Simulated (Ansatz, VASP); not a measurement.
**TaN: VASP beside Ansatz**

```
Ta N
1.0
     0.00000    2.17384    2.17384
     2.17384    0.00000    2.17384
     2.17384    2.17384    0.00000
Ta N
1 1
Direct
  0.49891 0.50326 0.50109
  0.01403 0.95791 0.98597
```

Change from the starting cell: mode 4 frozen in at -0.122 Å and mode 6 at -0.061 Å (largest displacements).

Alike in both runs: task single point; functional LDA; k mesh 18 × 18 × 18; occupations gaussian, width 0.15 eV; no spin polarisation.

|  | VASP | Ansatz |
| --- | --- | --- |
| version | VASP 6.6.1 | Ansatz 0.2.0 |
| potentials or method | VASP PAW LDA potentials, release 64 (Ta_pv, N), cutoff 520 eV | scalar-relativistic, plane waves, PAW |
| valence electrons in the cell | 16 | 18 |

|  | VASP | Ansatz | Ansatz less VASP |
| --- | --- | --- | --- |
| gap on the k mesh at the Fermi level (eV) | none | none | - |
| pressure (GPa) | 6.3 | 4.0 | -2.30 |
| traceless stress, the component that is largest in VASP (GPa) | 5.65 | 5.54 | -0.109 |
| rms of the force components (eV/Å) | 0.859 | 0.846 | -0.0133 |

Ansatz warns that its potentials were made for another functional, while VASP's fit it. LDA's correlation is that of Perdew and Zunger in VASP and of Perdew and Wang (1992) in Ansatz. Atom by atom the forces differ by 0.013 eV/Å (rms over components). A gap of «none» marks a metal or a gap that the smearing closes. VASP's potentials hold 16 valence electrons a cell and Ansatz's 18, so a difference there can come from the potentials and not from the codes.

Neither program's run includes spin-orbit coupling.
